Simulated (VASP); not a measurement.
# Sb (Im-3m) in VASP: further runs

Sb is run at these levels: PBE+D3(BJ), PBE+D4; tasks: single point.

All numbers are computed with VASP 6.6.1; they aren't measurements. Logs are shortened: lines on timing, memory, paths and dates and some standing lists are left out, and cuts for length are marked.

**1. The cell of the first run**

The structure is cubic, space group Im-3m (No. 229). Conventional cell: a = 3.743 Å, b = 3.743 Å, c = 3.743 Å, α = 90.00°, β = 90.00°, γ = 90.00°. Within 4.3 Å of Sb (site symmetry m-3m) lie 14 Sb at 3.24 to 3.74 Å.

**2. Single point, PBE+D3(BJ)**

INCAR reads:

```
  PREC = Accurate
  ENCUT = 520
  EDIFF = 1E-7
  ISMEAR = -1
  SIGMA = 0.05
  LREAL = F
  LASPH = T
  NELM = 100
  ALGO = Normal
  ISIF = 2
  LWAVE = F
  LCHARG = F
  GGA = PE
  IVDW = 12
  NBANDS = 8
```

KPOINTS reads:

```
regular mesh
0
Gamma
  10 10 10
```

POSCAR reads:

```
Sb
1.0
   -1.8713408863      1.8713408863      1.8713408863
    1.8713408863     -1.8713408863      1.8713408863
    1.8713408863      1.8713408863     -1.8713408863
Sb
1
Direct
    0.0000000000      0.0000000000      0.0000000000
```

Potentials or basis: VASP PAW PBE potentials, release 64 (Sb).

Command:

```bash
$ cat potpaw_PBE.64/Sb/POTCAR > POTCAR
$ mpirun -np 1 vasp_std > vasp.out
```

OUTCAR:

```text
PREC = Accurate
   ENCUT = 520
   EDIFF = 1E-7
   ISMEAR = -1
   LREAL = F
   LASPH = T
   NELM = 100
   ISIF = 2
   GGA = PE
   IVDW = 12
 IVDW          = 12

 ion  position               nearest neighbor table
   1  0.000  0.000  0.000-

  LATTYP: Found a body centered cubic cell.
 ALAT       =     3.7426817726

  Lattice vectors:

 A1 = (  -1.8713408863,   1.8713408863,   1.8713408863)
 A2 = (   1.8713408863,  -1.8713408863,   1.8713408863)
 A3 = (   1.8713408863,   1.8713408863,  -1.8713408863)

Analysis of symmetry for initial positions (statically):
=====================================================================
 Subroutine PRICEL returns:
 Original cell was already a primitive cell.

 Routine SETGRP: Setting up the symmetry group for a
 body centered cubic supercell.

 Subroutine GETGRP returns: Found 48 space group operations
 (whereof 48 operations were pure point group operations)
 out of a pool of 48 trial point group operations.

The static configuration has the point symmetry O_h .

Analysis of symmetry for dynamics (positions and initial velocities):
=====================================================================
 Subroutine PRICEL returns:
 Original cell was already a primitive cell.

 Routine SETGRP: Setting up the symmetry group for a
 body centered cubic supercell.

 Subroutine GETGRP returns: Found 48 space group operations
 (whereof 48 operations were pure point group operations)
 out of a pool of 48 trial point group operations.

The dynamic configuration has the point symmetry O_h .

 Subroutine INISYM returns: Found 48 space group operations
 (whereof 48 operations are pure point group operations),
 and found     1 'primitive' translations

----------------------------------------------------------------------------------------

                                     Primitive cell

  volume of cell :      26.2131

  direct lattice vectors                    reciprocal lattice vectors
    -1.871340886  1.871340886  1.871340886     0.000000000  0.267188092  0.267188092
     1.871340886 -1.871340886  1.871340886     0.267188092  0.000000000  0.267188092
     1.871340886  1.871340886 -1.871340886     0.267188092  0.267188092  0.000000000

  length of vectors
     3.241257493  3.241257493  3.241257493     0.377861023  0.377861023  0.377861023

  position of ions in fractional coordinates (direct lattice)
     0.000000000  0.000000000  0.000000000

  ion indices of the primitive-cell ions
   primitive index   ion index
                 1           1

----------------------------------------------------------------------------------------

 KPOINTS: regular mesh

Automatic generation of k-mesh.
 Grid dimensions read from file:
 generate k-points for:   10   10   10

 Generating k-lattice:

  Cartesian coordinates                     Fractional coordinates (reciprocal lattice)
     0.000000000  0.026718809  0.026718809     0.100000000  0.000000000  0.000000000
     0.026718809  0.000000000  0.026718809     0.000000000  0.100000000  0.000000000
     0.026718809  0.026718809  0.000000000     0.000000000  0.000000000  0.100000000

  Length of vectors
     0.037786102  0.037786102  0.037786102

  Shift w.r.t. Gamma in fractional coordinates (k-lattice)
     0.000000000  0.000000000  0.000000000

 Subroutine IBZKPT returns following result:
 ===========================================

 Found     47 irreducible k-points:

 Following reciprocal coordinates:
            Coordinates               Weight
  0.000000  0.000000  0.000000      1.000000
  0.100000  0.000000  0.000000     12.000000
  0.200000  0.000000  0.000000     12.000000
  0.300000  0.000000  0.000000     12.000000
  0.400000  0.000000  0.000000     12.000000
  0.500000  0.000000  0.000000      6.000000
[... 16 lines left out ...]
  0.300000  0.300000  0.100000      8.000000
 -0.300000  0.300000  0.100000     24.000000
 [... further k-points ...]
   k-points           NKPTS =     47   k-points in BZ     NKDIM =     47   number of bands    NBANDS=      8
   number of dos      NEDOS =    301   number of ions     NIONS =      1
   total plane-waves  NPLWV =  13824
   dimension x,y,z NGX =    24 NGY =   24 NGZ =   24
   dimension x,y,z NGXF=    48 NGYF=   48 NGZF=   48
   ions per type =               1
   NGX,Y,Z   is equivalent  to a cutoff of  12.31, 12.31, 12.31 a.u.
   NGXF,Y,Z  is equivalent  to a cutoff of  24.62, 24.62, 24.62 a.u.
 SYSTEM =  unknown system
   PREC   = accura    normal or accurate (medium, high low for compatibility)
   ISTART =      0    job   : 0-new  1-cont  2-samecut
   ICHARG =      2    charge: 1-file 2-atom 10-const
   ISPIN  =      1    spin polarized calculation?
   LNONCOLLINEAR =      F non collinear calculations
   LSORBIT =      F    spin-orbit coupling
   LASPH  =      T    aspherical Exc in radial PAW
   ENCUT  =  520.0 eV  38.22 Ry    6.18 a.u.   6.03  6.03  6.03*2*pi/ulx,y,z
   NELM   =    100;   NELMIN=  2; NELMDL= -5     # of ELM steps
   EDIFF  = 0.1E-06   stopping-criterion for ELM
   LREAL  =      F    real-space projection
   EDIFFG = 0.1E-05   stopping-criterion for IOM
   NSW    =      0    number of steps for IOM
   IBRION =     -1    ionic relax: 0-MD 1-quasi-New 2-CG
   NFREE  =      0    steps in history (QN), initial steepest desc. (CG)
   ISIF   =      2    stress and relaxation
   ISYM   =      2    0-nonsym 1-usesym 2-fastsym
   POTIM  = 0.5000    time-step for ionic-motion
   TEBEG  =    0.0;   TEEND  =   0.0 temperature during run
   PSTRESS=    0.0 pullay stress
   NELECT =       5.0000    total number of electrons
   NUPDOWN=      -1.0000    fix difference up-down
   EMIN   =  10.00;   EMAX   =-10.00  energy-range for DOS
   EFERMI =   0.00;   METHOD = LEGACY
   ISMEAR =    -1;   SIGMA  =   0.05  broadening in eV -4-tet -1-fermi 0-gaus
   EFERMI_NEDOS =   21; number of points for ismear=-14 and -15
   IALGO  =     38    algorithm
   IMIX   =      4    mixing-type and parameters
     AMIX     =   0.40;   BMIX     =  1.00
     AMIX_MAG =   1.60;   BMIX_MAG =  1.00
  volume/ion in A,a.u.               =      26.21       176.89
  Fermi-wavevector in a.u.,A,eV,Ry     =   0.942378  1.780837 12.083018  0.888077
  Thomas-Fermi vector in A             =   2.069982
   LORBIT       =      0    0 simple, 1 ext, 2 COOP (PROOUT), +10 PAW based schemes
   GGA     = PE    functional components
   LHFCALC =     F    Hartree Fock is set to
   AEXX    =    0.0000 exact exchange contribution
   IVDW    =    12    specifies the selected vdW correction
   LEPSILON=     F    determine dielectric tensor
   LRPA    =     F    only Hartree local field effects (RPA)
 non-spin polarized calculation
  energy-cutoff  :      520.00
  volume of cell :       26.21
 maximum number of plane-waves:       719
   NGX = 13   NGY = 13   NGZ = 13

 number of electron       4.9999999 magnetization

 Free energy of the ion-electron system (eV)
  ---------------------------------------------------
  ext. energy  EPLUGINS =         0.00000000
  ---------------------------------------------------
  free energy    TOTEN  =        -3.89049610 eV

  energy without entropy =       -3.88148972  energy(sigma->0) =       -3.88599291

 E-fermi :   8.7978     XC(G=0): -10.3450

 val. band max:        8.7768599045   @ k =  -0.3000   0.4000   0.1000
 cond. band min:       8.7992492474   @ k =   0.3000   0.1000   0.1000
 fundamental gap:      0.0223893429
 Fermi energy:         8.7977938997

 k-point     1 :       0.0000    0.0000    0.0000
  band No.  band energies     occupation
      1      -4.2467      2.00000
      2      14.5119      0.00000
      3      14.5119      0.00000
      4      14.5119      0.00000
      5      19.4591      0.00000
      6      19.4591      0.00000
      7      19.4591      0.00000
      8      20.6255      0.00000

 k-point     2 :       0.1000    0.0000    0.0000
  band No.  band energies     occupation
      1      -4.0319      2.00000
      2      12.9466      0.00000
      3      13.8363      0.00000
      4      14.3213      0.00000
      5      18.3201      0.00000
      6      18.3997      0.00000
      7      19.9905      0.00000
      8      20.3618      0.00000

 k-point     3 :       0.2000    0.0000    0.0000
  band No.  band energies     occupation
      1      -3.3915      2.00000
      2       9.9953      0.00000
      3      12.6018      0.00000
      4      13.8187      0.00000
      5      16.9680      0.00000
      6      17.2541      0.00000
      7      19.9290      0.00000
      8      20.9359      0.00000

 k-point     4 :       0.3000    0.0000    0.0000
  band No.  band energies     occupation
      1      -2.3466      2.00000
      2       7.0059      2.00000
      3      11.5126      0.00000
      4      13.2314      0.00000
      5      16.0376      0.00000
      6      16.4245      0.00000
      7      20.5947      0.00000
      8      21.7101      0.00000

 k-point     5 :       0.4000    0.0000    0.0000
  band No.  band energies     occupation
      1      -0.9959      2.00000
      2       4.4206      2.00000
      3      10.8020      0.00000
      4      12.7950      0.00000
      5      15.4969      0.00000
      6      15.9268      0.00000
      7      21.7449      0.00000
      8      22.7882      0.00000
[... 177 lines left out ...]
 k-point    22 :      -0.2000    0.2000    0.1000
  band No.  band energies     occupation
      1      -3.1783      2.00000
      2      10.0788      0.00000
      3      11.9085      0.00000
      4      12.6869      0.00000
      5      16.6693      0.00000
      6      18.2343      0.00000
      7      18.8530      0.00000
      8      21.4755      0.00000

 k-point    23 :       0.3000    0.3000    0.1000
  band No.  band energies     occupation
      1       0.8393      2.00000
      2       5.1291      2.00000
      3       5.1291      2.00000
      4       8.9346      0.12170
      5      20.4196      0.00000
      6      22.2395      0.00000
      7      22.2395      0.00000
      8      24.7395      0.00000

 k-point    24 :      -0.3000    0.3000    0.1000
  band No.  band energies     occupation
      1      -2.1366      2.00000
      2       7.1703      2.00000
      3      10.8359      0.00000
      4      12.2181      0.00000
      5      16.4950      0.00000
      6      17.4060      0.00000
      7      18.6202      0.00000
      8      23.8258      0.00000

 [... further k-points ...]

------------------------ aborting loop because EDIFF is reached ----------------------------------------

 Edisp (eV)   -0.53913

 E8    (eV) :    -0.2489

  FORCE on cell =-STRESS in cart. coord.  units (eV):
  Direction    XX          YY          ZZ          XY          YZ          ZX
  --------------------------------------------------------------------------------------
  -------------------------------------------------------------------------------------
  Total      -0.03268    -0.03268    -0.03268     0.00000     0.00000     0.00000
  in kB      -1.99746    -1.99746    -1.99746     0.00000     0.00000     0.00000
  external pressure =       -2.00 kB  Pullay stress =        0.00 kB

 VOLUME and BASIS-vectors are now :
 -----------------------------------------------------------------------------
  energy-cutoff  :      520.00
  volume of cell :       26.21
      direct lattice vectors                 reciprocal lattice vectors
    -1.871340886  1.871340886  1.871340886     0.000000000  0.267188092  0.267188092
     1.871340886 -1.871340886  1.871340886     0.267188092  0.000000000  0.267188092
     1.871340886  1.871340886 -1.871340886     0.267188092  0.267188092  0.000000000

 POSITION                                       TOTAL-FORCE (eV/Angst)
 -----------------------------------------------------------------------------------
      0.00000      0.00000      0.00000        -0.000000      0.000000     -0.000000
 -----------------------------------------------------------------------------------
    total drift:                                0.000000      0.000000      0.000000

  FREE ENERGIE OF THE ION-ELECTRON SYSTEM (eV)
  ---------------------------------------------------
  free  energy   TOTEN  =        -4.4296221943 eV

  energy  without entropy=       -4.4206158139  energy(sigma->0) =       -4.42511900
```

Wall time 5.3 s (1 thread of Intel Xeon Platinum 8259CL at 2.50GHz (Skylake/Cascade Lake), shared host); peak memory 0.14 GiB.

What came out:

| Item | Value |
| --- | --- |
| Free energy | -4.4296 eV |
| Pressure | -0.2 GPa |
| Dispersion energy per atom | -0.539 eV |

Caveat: three body term missing; spin-orbit coupling is left out, which moves the levels of the heavy elements; pairwise dispersion overbinds metals, which lowers pressure and volume.

**3. Single point, PBE+D4**

INCAR reads:

```
SYSTEM = Sb
PREC     = Accurate       ! precision mode
ENCUT    = 520            ! plane-wave cutoff, eV
EDIFF    = 1E-6           ! SCF threshold, eV
ISMEAR   = -1             ! smearing method
SIGMA    = 0.05           ! smearing width, eV
LREAL    = .FALSE.        ! projectors in reciprocal space
LASPH    = .TRUE.         ! aspherical terms in the spheres
NELM     = 100            ! most SCF steps
ALGO     = Normal         ! electronic algorithm
ISIF     = 2              ! what is computed and relaxed
LWAVE    = .FALSE.        ! write WAVECAR
LCHARG   = .FALSE.        ! write CHGCAR
GGA      = PE             ! functional
IVDW     = 13             ! dispersion correction
NBANDS   = 8              ! bands
```

KPOINTS reads:

```
Automatic mesh
0
G
  10 10 10
  0 0 0
```

POSCAR is that of step 2.

Potentials or basis: VASP PAW PBE potentials, release 64 (Sb).

Command:

```bash
$ cat potpaw_PBE.64/Sb/POTCAR > POTCAR
$ mpirun -np 1 vasp_std > vasp.out
```

It took 4.4 s on 1 thread of Intel Xeon Platinum 8259CL at 2.50GHz (Skylake/Cascade Lake), shared host; peak memory 0.14 GiB.

Results (log left out):

```yaml
Free_energy: -4.4672 eV
Pressure: -0.2 GPa
Dispersion_energy_per_atom: -0.577 eV
```

Levels at points of the mesh, in eV from the Fermi level:
| k point | band 1 | band 2 | band 3 | band 4 | band 5 | band 6 | band 7 | band 8 |
| --- | --- | --- | --- | --- | --- | --- | --- | --- |
| (0.00, 0.00, 0.00) | -13.04 | 5.71 | 5.71 | 5.71 | 10.66 | 10.66 | 10.66 | 11.83 |
| (0.50, 0.00, 0.00) | -8.84 | -5.75 | 1.76 | 3.84 | 6.52 | 6.96 | 13.94 | 15.30 |
| (0.50, 0.50, 0.50) | -5.45 | -2.05 | -2.05 | -2.05 | 2.92 | 2.92 | 17.71 | 17.71 |

Caveat: spin-orbit coupling is left out, which moves the levels of the heavy elements; pairwise dispersion overbinds metals, which lowers pressure and volume.
